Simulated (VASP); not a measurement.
# Rb (P6_3/mmc) in VASP: further runs

Runs on Rb. Level: PBE. Tasks: electric field gradients.

All numbers are computed with VASP 6.6.1; they aren't measurements. Logs are shortened: lines on timing, memory, paths and dates and some standing lists are left out, and cuts for length are marked.

## (1) The cell of the first run

It takes space group P6_3/mmc (No. 194, hexagonal). The conventional cell has a = 5.068 Å, b = 5.068 Å, c = 8.392 Å, α = 90.00°, β = 90.00°, γ = 120.00°.

This isn't the form of Rb at room conditions, which is bcc.

## (2) Electric field gradients, PBE (93.33 Å³/atom)

File INCAR:

```
PREC = Accurate
ENCUT = 520
EDIFF = 1E-8
ISMEAR = -1
SIGMA = 0.03
LREAL = F
LASPH = T
NELM = 60
ALGO = Normal
ISIF = 2
LWAVE = F
LCHARG = F
GGA = PE
LEFG = T
NBANDS = 16
```

File KPOINTS:

```
regular mesh
0
Gamma
  11 11 6
```

File POSCAR:

```
Rb
1.0
    5.0678057507      0.0000000000      0.0000000000
   -2.5339028754      4.3888485215      0.0000000000
    0.0000000000      0.0000000000      8.3920072544
Rb
2
Direct
    0.3333333333      0.6666666667      0.2500000000
    0.6666666667      0.3333333333      0.7500000000
```

Potentials or basis: VASP PAW PBE potentials, release 64 (Rb_sv).

Launch:

```
cat potpaw_PBE.64/Rb_sv/POTCAR > POTCAR
mpirun -np 1 vasp_std > vasp.out
```

OUTCAR:

```text
PREC = Accurate
   ENCUT = 520
   EDIFF = 1E-8
   ISMEAR = -1
   LREAL = F
   LASPH = T
   NELM = 60
   ISIF = 2
   GGA = PE

 ion  position               nearest neighbor table
   1  0.333  0.667  0.250-   2 5.12   2 5.12   2 5.12   2 5.12   2 5.12   2 5.12
   2  0.667  0.333  0.750-   1 5.12   1 5.12   1 5.12   1 5.12   1 5.12   1 5.12

  LATTYP: Found a hexagonal cell.
 ALAT       =     5.0678057507
 C/A-ratio  =     1.6559449330

  Lattice vectors:

 A1 = (   5.0678057507,   0.0000000000,   0.0000000000)
 A2 = (  -2.5339028754,   4.3888485215,   0.0000000000)
 A3 = (   0.0000000000,   0.0000000000,   8.3920072544)

Analysis of symmetry for initial positions (statically):
=====================================================================
 Subroutine PRICEL returns:
 Original cell was already a primitive cell.

 Routine SETGRP: Setting up the symmetry group for a
 hexagonal supercell.

 Subroutine GETGRP returns: Found 24 space group operations
 (whereof 12 operations were pure point group operations)
 out of a pool of 24 trial point group operations.

The static configuration has the point symmetry D_3d.
 The point group associated with its full space group is D_6h.

Analysis of symmetry for dynamics (positions and initial velocities):
=====================================================================
 Subroutine PRICEL returns:
 Original cell was already a primitive cell.

 Routine SETGRP: Setting up the symmetry group for a
 hexagonal supercell.

 Subroutine GETGRP returns: Found 24 space group operations
 (whereof 12 operations were pure point group operations)
 out of a pool of 24 trial point group operations.

The dynamic configuration has the point symmetry D_3d.
 The point group associated with its full space group is D_6h.

 Subroutine INISYM returns: Found 24 space group operations
 (whereof 12 operations are pure point group operations),
 and found     1 'primitive' translations

----------------------------------------------------------------------------------------

                                     Primitive cell

  volume of cell :     186.6536

  direct lattice vectors                    reciprocal lattice vectors
     5.067805751  0.000000000  0.000000000     0.197324059  0.113925098  0.000000000
    -2.533902875  4.388848521  0.000000000     0.000000000  0.227850197  0.000000000
     0.000000000  0.000000000  8.392007254     0.000000000  0.000000000  0.119161003

  length of vectors
     5.067805751  5.067805751  8.392007254     0.227850197  0.227850197  0.119161003

  position of ions in fractional coordinates (direct lattice)
     0.333333333  0.666666667  0.250000000
     0.666666667  0.333333333  0.750000000

  ion indices of the primitive-cell ions
   primitive index   ion index
                 1           1
                 2           2

----------------------------------------------------------------------------------------

 KPOINTS: regular mesh

Automatic generation of k-mesh.
 Grid dimensions read from file:
 generate k-points for:   11   11    6

 Generating k-lattice:

  Cartesian coordinates                     Fractional coordinates (reciprocal lattice)
     0.017938551  0.010356827  0.000000000     0.090909091  0.000000000  0.000000000
     0.000000000  0.020713654  0.000000000     0.000000000  0.090909091  0.000000000
     0.000000000  0.000000000  0.019860167     0.000000000  0.000000000  0.166666667

  Length of vectors
     0.020713654  0.020713654  0.019860167

  Shift w.r.t. Gamma in fractional coordinates (k-lattice)
     0.000000000  0.000000000  0.000000000

 Subroutine IBZKPT returns following result:
 ===========================================

 Found     64 irreducible k-points:

 Following reciprocal coordinates:
            Coordinates               Weight
  0.000000  0.000000  0.000000      1.000000
  0.090909  0.000000  0.000000      6.000000
  0.181818 -0.000000  0.000000      6.000000
  0.272727  0.000000  0.000000      6.000000
  0.363636  0.000000  0.000000      6.000000
  0.454545 -0.000000  0.000000      6.000000
[... 16 lines left out ...]
  0.090909  0.090909  0.166667     12.000000
  0.181818  0.090909  0.166667     24.000000
 [... further k-points ...]
   k-points           NKPTS =     64   k-points in BZ     NKDIM =     64   number of bands    NBANDS=     16
   number of dos      NEDOS =    301   number of ions     NIONS =      2
   total plane-waves  NPLWV = 102400
   dimension x,y,z NGX =    40 NGY =   40 NGZ =   64
   dimension x,y,z NGXF=    80 NGYF=   80 NGZF=  128
   ions per type =               2
   NGX,Y,Z   is equivalent  to a cutoff of  13.12, 13.12, 12.68 a.u.
   NGXF,Y,Z  is equivalent  to a cutoff of  26.24, 26.24, 25.36 a.u.
 SYSTEM =  unknown system
   PREC   = accura    normal or accurate (medium, high low for compatibility)
   ISTART =      0    job   : 0-new  1-cont  2-samecut
   ICHARG =      2    charge: 1-file 2-atom 10-const
   ISPIN  =      1    spin polarized calculation?
   LNONCOLLINEAR =      F non collinear calculations
   LSORBIT =      F    spin-orbit coupling
   LASPH  =      T    aspherical Exc in radial PAW
   ENCUT  =  520.0 eV  38.22 Ry    6.18 a.u.   9.42  9.42 15.60*2*pi/ulx,y,z
   NELM   =     60;   NELMIN=  2; NELMDL= -5     # of ELM steps
   EDIFF  = 0.1E-07   stopping-criterion for ELM
   LREAL  =      F    real-space projection
   EDIFFG = 0.1E-06   stopping-criterion for IOM
   NSW    =      0    number of steps for IOM
   IBRION =     -1    ionic relax: 0-MD 1-quasi-New 2-CG
   NFREE  =      0    steps in history (QN), initial steepest desc. (CG)
   ISIF   =      2    stress and relaxation
   ISYM   =      2    0-nonsym 1-usesym 2-fastsym
   POTIM  = 0.5000    time-step for ionic-motion
   TEBEG  =    0.0;   TEEND  =   0.0 temperature during run
   PSTRESS=    0.0 pullay stress
   NELECT =      18.0000    total number of electrons
   NUPDOWN=      -1.0000    fix difference up-down
   EMIN   =  10.00;   EMAX   =-10.00  energy-range for DOS
   EFERMI =   0.00;   METHOD = LEGACY
   ISMEAR =    -1;   SIGMA  =   0.03  broadening in eV -4-tet -1-fermi 0-gaus
   EFERMI_NEDOS =   21; number of points for ismear=-14 and -15
   IALGO  =     38    algorithm
   IMIX   =      4    mixing-type and parameters
     AMIX     =   0.40;   BMIX     =  1.00
     AMIX_MAG =   1.60;   BMIX_MAG =  1.00
  volume/ion in A,a.u.               =      93.33       629.80
  Fermi-wavevector in a.u.,A,eV,Ry     =   0.750735  1.418684  7.668292  0.563604
  Thomas-Fermi vector in A             =   1.847555
   LORBIT       =      0    0 simple, 1 ext, 2 COOP (PROOUT), +10 PAW based schemes
   GGA     = PE    functional components
   LHFCALC =     F    Hartree Fock is set to
   AEXX    =    0.0000 exact exchange contribution
   IVDW    =     0    specifies the selected vdW correction
   LEPSILON=     F    determine dielectric tensor
   LRPA    =     F    only Hartree local field effects (RPA)
 non-spin polarized calculation
  energy-cutoff  :      520.00
  volume of cell :      186.65
 maximum number of plane-waves:      5061
 NGX is ok and might be reduce to    40
   NGX = 19   NGY = 19   NGZ = 31

 number of electron      18.0000000 magnetization

 Free energy of the ion-electron system (eV)
  ---------------------------------------------------
  ext. energy  EPLUGINS =         0.00000000
  ---------------------------------------------------
  free energy    TOTEN  =        -1.87398175 eV

  energy without entropy =       -1.86689819  energy(sigma->0) =       -1.87043997

 E-fermi :  -0.0228     XC(G=0):  -5.4048

 val. band max:       -0.0395301721   @ k =   0.2727   0.1818   0.5000
 cond. band min:      -0.0107349797   @ k =   0.2727   0.0909   0.3333
 fundamental gap:      0.0287951924
 Fermi energy:        -0.0227830793

 k-point     1 :       0.0000    0.0000    0.0000
  band No.  band energies     occupation
      1     -28.9538      2.00000
      2     -28.9507      2.00000
      3     -13.0833      2.00000
      4     -13.0102      2.00000
      5     -13.0102      2.00000
      6     -13.0002      2.00000
[... 8 lines left out ...]
     15       3.8116      0.00000
     16       3.8116      0.00000
[... 419 lines left out ...]
 k-point    24 :       0.1818    0.0909    0.1667
  band No.  band energies     occupation
      1     -28.9522      2.00000
      2     -28.9502      2.00000
      3     -13.0669      2.00000
      4     -13.0383      2.00000
      5     -13.0351      2.00000
      6     -13.0192      2.00000
[... 8 lines left out ...]
     15       3.4826      0.00000
     16       3.8757      0.00000

 [... further k-points ...]

------------------------ aborting loop because EDIFF is reached ----------------------------------------

  FORCE on cell =-STRESS in cart. coord.  units (eV):
  Direction    XX          YY          ZZ          XY          YZ          ZX
  --------------------------------------------------------------------------------------
  -------------------------------------------------------------------------------------
  Total       -0.0694545     -0.0694545     -0.0589990      0.0000000      0.0000000     -0.0000000
  in kB       -0.5961764     -0.5961764     -0.5064295      0.0000000      0.0000000     -0.0000000
  external PRESSURE =      -0.5662608 kB  Pullay stress =       0.0000000 kB

 VOLUME and BASIS-vectors are now :
 -----------------------------------------------------------------------------
  energy-cutoff  :      520.00
  volume of cell :      186.65
      direct lattice vectors                 reciprocal lattice vectors
     5.067805751  0.000000000  0.000000000     0.197324059  0.113925098  0.000000000
    -2.533902875  4.388848521  0.000000000     0.000000000  0.227850197  0.000000000
     0.000000000  0.000000000  8.392007254     0.000000000  0.000000000  0.119161003

 POSITION                                       TOTAL-FORCE (eV/Angst)
 -----------------------------------------------------------------------------------
     -0.00000      2.92590      2.09800        -0.000000     -0.000000      0.000000
      2.53390      1.46295      6.29401         0.000000      0.000000      0.000000
 -----------------------------------------------------------------------------------
    total drift:                               -0.000000      0.000000     -0.000000

  FREE ENERGIE OF THE ION-ELECTRON SYSTEM (eV)
  ---------------------------------------------------
  free  energy   TOTEN  =        -1.8739817520 eV

  energy  without entropy=       -1.8668981909  energy(sigma->0) =       -1.87043997

 Electric field gradients (V/A^2)
---------------------------------------------------------------------
 ion       V_xx      V_yy      V_zz      V_xy      V_xz      V_yz
---------------------------------------------------------------------
   1       0.687     0.687    -1.374     0.000     0.000    -0.000
   2       0.687     0.687    -1.374     0.000    -0.000     0.000
---------------------------------------------------------------------

 Electric field gradients after diagonalization (V/A^2)
 (convention: |V_zz| > |V_xx| > |V_yy|)
----------------------------------------------------------------------
 ion       V_xx      V_yy      V_zz     asymmetry (V_yy - V_xx)/ V_zz
----------------------------------------------------------------------
   1       0.687     0.687    -1.374       0.000
   2       0.687     0.687    -1.374       0.000
----------------------------------------------------------------------

           NMR quadrupolar parameters

 Cq : quadrupolar parameter    Cq=e*Q*V_zz/h
 eta: asymmetry parameters     (V_yy - V_xx)/ V_zz
 Q  : nuclear electric quadrupole moment in mb (millibarn)
----------------------------------------------------------------------
 ion       Cq(MHz)       eta       Q (mb)
----------------------------------------------------------------------
   1      -0.003       0.000       1.000
   2      -0.003       0.000       1.000
----------------------------------------------------------------------
```

Run time: 2.9 min. Hardware: 1 thread of Intel Xeon Platinum 8375C at 2.90GHz (Ice Lake), shared host; peak memory 0.39 GiB.

What came out:

```yaml
Free_energy: -1.8740 eV
Pressure: -0.1 GPa
Band_gap_on_the_k_mesh: zero (bands 9 and 10 overlap by 2.22 eV)
Largest_electric_field_gradient_by_atom: Rb -1.4 V/Å²
```

Electric field gradients, principal values (V/Å²):
```csv
atom,least,middle,greatest (by size)
1 Rb,0.687,0.687,-1.374
2 Rb,0.687,0.687,-1.374
```

Caveat: without QUAD_EFG the Cq values of the log hold for a quadrupole moment of 1 mb, not for the nuclei.

[end of part 1 of 4]
